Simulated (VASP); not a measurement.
# Zn2Pt (I4/mmm) in VASP: single point with PBE

Aim: the single point of Zn2Pt with PBE.

All numbers are computed with VASP 6.6.1; they aren't measurements. Logs are shortened: lines on timing, memory, paths and dates and some standing lists are left out, and cuts for length are marked.

## 1. The cell of the first run

Symmetry: I4/mmm, No. 139, tetragonal system. Conventional cell: a = 3.294 Å, b = 3.294 Å, c = 8.182 Å, α = 90.00°, β = 90.00°, γ = 90.00°. Zn (site symmetry 4mm) has 9 Zn at 2.69 to 3.29 Å and 5 Pt at 2.69 to 2.75 Å within 3.5 Å. Pt (site symmetry 4/mmm) has 10 Zn at 2.69 to 2.75 Å and 4 Pt at 3.29 Å within 3.5 Å.

## 2. Single point, PBE

INCAR reads:

```
SYSTEM = Zn2Pt
  ALGO = Fast
  EDIFF = 1E-6
  ENCUT = 520
  GGA = PE
  ISIF = 2
  ISMEAR = 0
  LASPH = .TRUE.
  LCHARG = .TRUE.
  LELF = .TRUE.
  LREAL = .FALSE.
  LVHAR = .TRUE.
  LWAVE = .FALSE.
  NBANDS = 24
  NELM = 80
  PREC = Accurate
  SIGMA = 0.1
```

KPOINTS reads:

```
k-points
0
G
  6 6 6
  0 0 0
```

POSCAR reads:

```
Zn2Pt
1.0
   -1.6470432829      1.6470432829      4.0910232223
    1.6470432829     -1.6470432829      4.0910232223
    1.6470432829      1.6470432829     -4.0910232223
Zn Pt
2 1
Direct
    0.6643160310      0.6643160310      0.0000000000
    0.3356839690      0.3356839690      0.0000000000
    0.0000000000      0.0000000000      0.0000000000
```

Potentials or basis: VASP PAW PBE potentials, release 64 (Zn, Pt).

The run is started by

```
$ cat potpaw_PBE.64/Zn/POTCAR potpaw_PBE.64/Pt/POTCAR > POTCAR
$ mpirun -np 1 vasp_std > vasp.out
```

OUTCAR:

```text
SYSTEM = Zn2Pt
   EDIFF = 1E-6
   ENCUT = 520
   GGA = PE
   ISIF = 2
   ISMEAR = 0
   LASPH = .TRUE.
   LREAL = .FALSE.
   NELM = 80
   PREC = Accurate

 ion  position               nearest neighbor table
   1  0.664  0.664  0.000-   2 2.69   3 2.69   3 2.69   3 2.69   3 2.69   2 2.72   2 2.72   2 2.72
                             2 2.72   3 2.75
   2  0.336  0.336  0.000-   1 2.69   3 2.69   3 2.69   3 2.69   3 2.69   1 2.72   1 2.72   1 2.72
                             1 2.72   3 2.75
   3  0.000  0.000  0.000-   1 2.69   1 2.69   1 2.69   2 2.69   1 2.69   2 2.69   2 2.69   2 2.69
                             1 2.75   2 2.75

  LATTYP: Found a body centered tetragonal cell.
 ALAT       =     3.2940865658
 C/A-ratio  =     2.4838589640

  Lattice vectors:

 A1 = (  -1.6470432829,   1.6470432829,   4.0910232223)
 A2 = (   1.6470432829,  -1.6470432829,   4.0910232223)
 A3 = (   1.6470432829,   1.6470432829,  -4.0910232223)

Analysis of symmetry for initial positions (statically):
=====================================================================
 Subroutine PRICEL returns:
 Original cell was already a primitive cell.

 Routine SETGRP: Setting up the symmetry group for a
 body centered tetragonal supercell.

 Subroutine GETGRP returns: Found 16 space group operations
 (whereof 16 operations were pure point group operations)
 out of a pool of 16 trial point group operations.

The static configuration has the point symmetry D_4h.

Analysis of symmetry for dynamics (positions and initial velocities):
=====================================================================
 Subroutine PRICEL returns:
 Original cell was already a primitive cell.

 Routine SETGRP: Setting up the symmetry group for a
 body centered tetragonal supercell.

 Subroutine GETGRP returns: Found 16 space group operations
 (whereof 16 operations were pure point group operations)
 out of a pool of 16 trial point group operations.

The dynamic configuration has the point symmetry D_4h.

 Subroutine INISYM returns: Found 16 space group operations
 (whereof 16 operations are pure point group operations),
 and found     1 'primitive' translations

----------------------------------------------------------------------------------------

                                     Primitive cell

  volume of cell :      44.3917

  direct lattice vectors                    reciprocal lattice vectors
    -1.647043283  1.647043283  4.091023222     0.000000000  0.303574293  0.122218812
     1.647043283 -1.647043283  4.091023222     0.303574293  0.000000000  0.122218812
     1.647043283  1.647043283 -4.091023222     0.303574293  0.303574293  0.000000000

  length of vectors
     4.707650598  4.707650598  4.707650598     0.327253402  0.327253402  0.429318882

  position of ions in fractional coordinates (direct lattice)
     0.664316031  0.664316031  0.000000000
     0.335683969  0.335683969  0.000000000
     0.000000000  0.000000000  0.000000000

  ion indices of the primitive-cell ions
   primitive index   ion index
                 1           1
                 2           2
                 3           3

----------------------------------------------------------------------------------------

 KPOINTS: k-points

Automatic generation of k-mesh.
 Grid dimensions read from file:
 generate k-points for:    6    6    6

 Generating k-lattice:

  Cartesian coordinates                     Fractional coordinates (reciprocal lattice)
     0.000000000  0.050595715  0.020369802     0.166666667  0.000000000  0.000000000
     0.050595715  0.000000000  0.020369802     0.000000000  0.166666667  0.000000000
     0.050595715  0.050595715  0.000000000     0.000000000  0.000000000  0.166666667

  Length of vectors
     0.054542234  0.054542234  0.071553147

  Shift w.r.t. Gamma in fractional coordinates (k-lattice)
     0.000000000  0.000000000  0.000000000

 Subroutine IBZKPT returns following result:
 ===========================================

 Found     30 irreducible k-points:

 Following reciprocal coordinates:
            Coordinates               Weight
  0.000000  0.000000  0.000000      1.000000
  0.166667  0.000000  0.000000      8.000000
  0.333333  0.000000 -0.000000      8.000000
  0.500000  0.000000  0.000000      4.000000
  0.166667  0.166667  0.000000      8.000000
  0.333333  0.166667 -0.000000     16.000000
[... 16 lines left out ...]
 -0.333333 -0.333333  0.166667      8.000000
 -0.166667 -0.333333  0.166667      8.000000
 [... further k-points ...]
   k-points           NKPTS =     30   k-points in BZ     NKDIM =     30   number of bands    NBANDS=     24
   number of dos      NEDOS =    301   number of ions     NIONS =      3
   total plane-waves  NPLWV =  46656
   dimension x,y,z NGX =    36 NGY =   36 NGZ =   36
   dimension x,y,z NGXF=    72 NGYF=   72 NGZF=   72
   ions per type =               2   1
   NGX,Y,Z   is equivalent  to a cutoff of  12.71, 12.71, 12.71 a.u.
   NGXF,Y,Z  is equivalent  to a cutoff of  25.43, 25.43, 25.43 a.u.
 SYSTEM =  Zn2Pt
   PREC   = accura    normal or accurate (medium, high low for compatibility)
   ISTART =      0    job   : 0-new  1-cont  2-samecut
   ICHARG =      2    charge: 1-file 2-atom 10-const
   ISPIN  =      1    spin polarized calculation?
   LNONCOLLINEAR =      F non collinear calculations
   LSORBIT =      F    spin-orbit coupling
   LASPH  =      T    aspherical Exc in radial PAW
   ENCUT  =  520.0 eV  38.22 Ry    6.18 a.u.   8.75  8.75  8.75*2*pi/ulx,y,z
   NELM   =     80;   NELMIN=  2; NELMDL= -5     # of ELM steps
   EDIFF  = 0.1E-05   stopping-criterion for ELM
   LREAL  =      F    real-space projection
   EDIFFG = 0.1E-04   stopping-criterion for IOM
   NSW    =      0    number of steps for IOM
   IBRION =     -1    ionic relax: 0-MD 1-quasi-New 2-CG
   NFREE  =      0    steps in history (QN), initial steepest desc. (CG)
   ISIF   =      2    stress and relaxation
   ISYM   =      2    0-nonsym 1-usesym 2-fastsym
   POTIM  = 0.5000    time-step for ionic-motion
   TEBEG  =    0.0;   TEEND  =   0.0 temperature during run
   PSTRESS=    0.0 pullay stress
   NELECT =      34.0000    total number of electrons
   NUPDOWN=      -1.0000    fix difference up-down
   EMIN   =  10.00;   EMAX   =-10.00  energy-range for DOS
   EFERMI =   0.00;   METHOD = LEGACY
   ISMEAR =     0;   SIGMA  =   0.10  broadening in eV -4-tet -1-fermi 0-gaus
   EFERMI_NEDOS =   21; number of points for ismear=-14 and -15
   IALGO  =     68    algorithm
   IMIX   =      4    mixing-type and parameters
     AMIX     =   0.40;   BMIX     =  1.00
     AMIX_MAG =   1.60;   BMIX_MAG =  1.00
  volume/ion in A,a.u.               =      14.80        99.86
  Fermi-wavevector in a.u.,A,eV,Ry     =   1.497846  2.830518 30.525249  2.243542
  Thomas-Fermi vector in A             =   2.609681
   LORBIT       =      0    0 simple, 1 ext, 2 COOP (PROOUT), +10 PAW based schemes
   GGA     = PE    functional components
   LHFCALC =     F    Hartree Fock is set to
   AEXX    =    0.0000 exact exchange contribution
   IVDW    =     0    specifies the selected vdW correction
   LEPSILON=     F    determine dielectric tensor
   LRPA    =     F    only Hartree local field effects (RPA)
 non-spin polarized calculation
 RMM-DIIS sequential band-by-band and
 Gauss-broadening in eV      SIGMA  =   0.10
  energy-cutoff  :      520.00
  volume of cell :       44.39
 maximum number of plane-waves:      1211
   NGX = 17   NGY = 17   NGZ = 17

 number of electron      34.0000011 magnetization

 Free energy of the ion-electron system (eV)
  ---------------------------------------------------
  ext. energy  EPLUGINS =         0.00000000
  ---------------------------------------------------
  free energy    TOTEN  =        -9.43580960 eV

  energy without entropy =       -9.42608149  energy(sigma->0) =       -9.43094555

 E-fermi :   5.6524     XC(G=0): -12.3348

 val. band max:        5.6436121230   @ k =   0.5000   0.1667   0.0000
 cond. band min:       5.7402782898   @ k =   0.5000   0.5000   0.1667
 fundamental gap:      0.0966661668
 Fermi energy:         5.6523900221

 k-point     1 :       0.0000    0.0000    0.0000
  band No.  band energies     occupation
      1      -4.4829      2.00000
      2      -1.8252      2.00000
      3      -1.6690      2.00000
      4      -1.6487      2.00000
      5      -1.5412      2.00000
      6      -1.4858      2.00000
[... 16 lines left out ...]
     23      13.7961      0.00000
     24      14.7810      0.00000

 k-point     2 :       0.1667    0.0000    0.0000
  band No.  band energies     occupation
      1      -3.9834      2.00000
      2      -1.8420      2.00000
      3      -1.6943      2.00000
      4      -1.6640      2.00000
      5      -1.6602      2.00000
      6      -1.4902      2.00000
[... 16 lines left out ...]
     23      14.9142      0.00000
     24      17.7446      0.00000

 k-point     3 :       0.3333    0.0000   -0.0000
  band No.  band energies     occupation
      1      -2.6549      2.00000
      2      -2.0423      2.00000
      3      -1.8268      2.00000
      4      -1.7850      2.00000
      5      -1.6296      2.00000
      6      -1.5954      2.00000
[... 16 lines left out ...]
     23      16.7126      0.00000
     24      17.7821      0.00000

 k-point     4 :       0.5000    0.0000    0.0000
  band No.  band energies     occupation
      1      -2.1989      2.00000
      2      -1.8974      2.00000
      3      -1.8776      2.00000
      4      -1.6687      2.00000
      5      -1.6512      2.00000
      6      -1.6271      2.00000
[... 16 lines left out ...]
     23      15.9396      0.00000
     24      16.5598      0.00000

 k-point     5 :       0.1667    0.1667    0.0000
  band No.  band energies     occupation
      1      -3.3866      2.00000
      2      -1.8289      2.00000
      3      -1.8033      2.00000
      4      -1.7429      2.00000
      5      -1.6204      2.00000
      6      -1.5878      2.00000
[... 451 lines left out ...]
 k-point    22 :      -0.1667    0.5000    0.1667
  band No.  band energies     occupation
      1      -2.2489      2.00000
      2      -2.0954      2.00000
      3      -1.8379      2.00000
      4      -1.8285      2.00000
      5      -1.7496      2.00000
      6      -1.7021      2.00000
[... 16 lines left out ...]
     23      17.1428      0.00000
     24      17.5202      0.00000

 k-point    23 :      -0.3333   -0.3333    0.1667
  band No.  band energies     occupation
      1      -2.6655      2.00000
      2      -1.9664      2.00000
      3      -1.9032      2.00000
      4      -1.8734      2.00000
      5      -1.6722      2.00000
      6      -1.6219      2.00000
[... 16 lines left out ...]
     23      17.8704      0.00000
     24      18.2142      0.00000

 k-point    24 :      -0.1667   -0.3333    0.1667
  band No.  band energies     occupation
      1      -3.4429      2.00000
      2      -1.9357      2.00000
      3      -1.8872      2.00000
      4      -1.7655      2.00000
      5      -1.6542      2.00000
      6      -1.6104      2.00000
[... 16 lines left out ...]
     23      17.0371      0.00000
     24      17.7730      0.00000

 [... further k-points ...]
[... 5 lines left out ...]
  --------------------------------------------------------------------------------------
  -------------------------------------------------------------------------------------
  Total        0.0808281      0.0808281      0.1464788      0.0000000      0.0000000      0.0000000
  in kB        2.9172327      2.9172327      5.2866860      0.0000000      0.0000000      0.0000000
  external PRESSURE =       3.7070505 kB  Pullay stress =       0.0000000 kB

 VOLUME and BASIS-vectors are now :
 -----------------------------------------------------------------------------
  energy-cutoff  :      520.00
  volume of cell :       44.39
      direct lattice vectors                 reciprocal lattice vectors
    -1.647043283  1.647043283  4.091023222     0.000000000  0.303574293  0.122218812
     1.647043283 -1.647043283  4.091023222     0.303574293  0.000000000  0.122218812
     1.647043283  1.647043283 -4.091023222     0.303574293  0.303574293  0.000000000

 POSITION                                       TOTAL-FORCE (eV/Angst)
 -----------------------------------------------------------------------------------
      0.00000      0.00000      5.43546         0.000000      0.000000      0.006702
      0.00000      0.00000      2.74658        -0.000000     -0.000000     -0.006702
      0.00000      0.00000      0.00000         0.000000      0.000000     -0.000000
 -----------------------------------------------------------------------------------
    total drift:                               -0.000000     -0.000000      0.000000

  FREE ENERGIE OF THE ION-ELECTRON SYSTEM (eV)
  ---------------------------------------------------
  free  energy   TOTEN  =        -9.4358095993 eV

  energy  without entropy=       -9.4260814915  energy(sigma->0) =       -9.43094555
```

Wall time 62 s (1 thread of AMD EPYC 7R43 (Zen 3), shared host); peak memory 0.19 GiB.

What came out:

```
Free energy            : -9.4358 eV
Pressure               : 0.4 GPa
Largest force          : 0.007 eV/Å
Band gap on the k mesh : zero (band 17 reaches 7.57 eV, above the bottom of band 18 at 4.95 eV)
```

Forces in eV/Å, atoms in the order of the input:
```
Zn   0.000  0.000  0.007
Zn   0.000  0.000 -0.007
Pt   0.000  0.000  0.000
```

Stress tensor (GPa, compression positive):
```
0.29 0.00 0.00
0.00 0.29 0.00
0.00 0.00 0.53
```

Caveat: the k points lie up to 0.45 Å⁻¹ apart; spin-orbit coupling is left out, which moves the levels of the heavy elements.
